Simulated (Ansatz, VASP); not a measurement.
**SnPtSe3: VASP beside Ansatz**

```
Sn Pt Se
1.0
     5.02597    0.00000    0.00000
     0.00000    5.02597    0.00000
     0.00000    0.00000    5.02597
Sn Pt Se
1 1 3
Direct
  0.00000 0.00000 0.00000
  0.50000 0.50000 0.50000
  0.50000 0.50000 0.00000
  0.00000 0.50000 0.50000
  0.50000 0.00000 0.50000
```

Change from the starting cell: species swapped into the Tb3InN type (Pm-3m, No. 221).

Alike in both runs: task single point; functional PBE; k mesh 4 × 4 × 4; occupations gaussian, width 0.1 eV; no spin polarisation.

|  | VASP | Ansatz |
| --- | --- | --- |
| version | VASP 6.6.1 | Ansatz 0.2.0 |
| potentials or method | VASP PAW PBE potentials, release 64 (Sn_d, Pt, Se), cutoff 500 eV | scalar-relativistic, plane waves, PAW |
| valence electrons in the cell | 42 | 80 |

```csv
,VASP,Ansatz,Ansatz less VASP
gap on the k mesh at the Fermi level (eV),none,none,-
pressure (GPa),-0.8,-0.8,0.00
```

A gap of «none» marks a metal or a gap that the smearing closes. With one functional, cell and mesh, what is left measures potentials, basis and numerics. VASP's potentials hold 42 valence electrons a cell and Ansatz's 80, so a difference there can come from the potentials and not from the codes.

Spin-orbit coupling is off throughout.
